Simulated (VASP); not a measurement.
The system is V.

```xyz
1
Lattice="-1.5144 1.5144 1.5144 1.5144 -1.5144 1.5144 1.5144 1.5144 -1.5144" Properties=species:S:1:pos:R:3 pbc="T T T"
V     0.0000    0.0000    0.0000
```

* Program: VASP 6.6.1
* Task: relaxation of volume and atoms at fixed shape
* Functional: LDA
* Potentials or basis: VASP PAW LDA potentials, release 64 (V_sv)
* Cutoff: 600 eV
* k mesh: 9 × 9 × 9
* Occupations: gaussian, width 0.02 eV
* Spin: collinear spin, ferromagnetic start
* Starting moments: [1.5] μB

At the start: pressure -18.1 GPa; volume 13.89 Å³/atom.

Question: Where does the relaxation end?

Answer: Over 4 steps the energy falls by 91.8 meV/atom and the volume is 12.46 Å³/atom (-10.3 %); space group Im-3m (No. 229, to 0.1 Å) before and after; moment 0.00 μB per cell.

Step by step:
```tsv
step	energy change (eV)	largest force (eV/Å)	pressure (GPa)	volume (Å³)
1	0.0000	0.0000	-18.11	13.89
2	0.0591	0.0000	36.18	10.97
3	-0.0917	0.0000	-0.58	12.49
4	-0.0918	0.0000	-0.06	12.46
```

Final structure:
```
V
1.0
    -1.46056    1.46056    1.46056
     1.46056   -1.46056    1.46056
     1.46056    1.46056   -1.46056
V
1
Cartesian
  1.4606 1.4606 1.4606
```
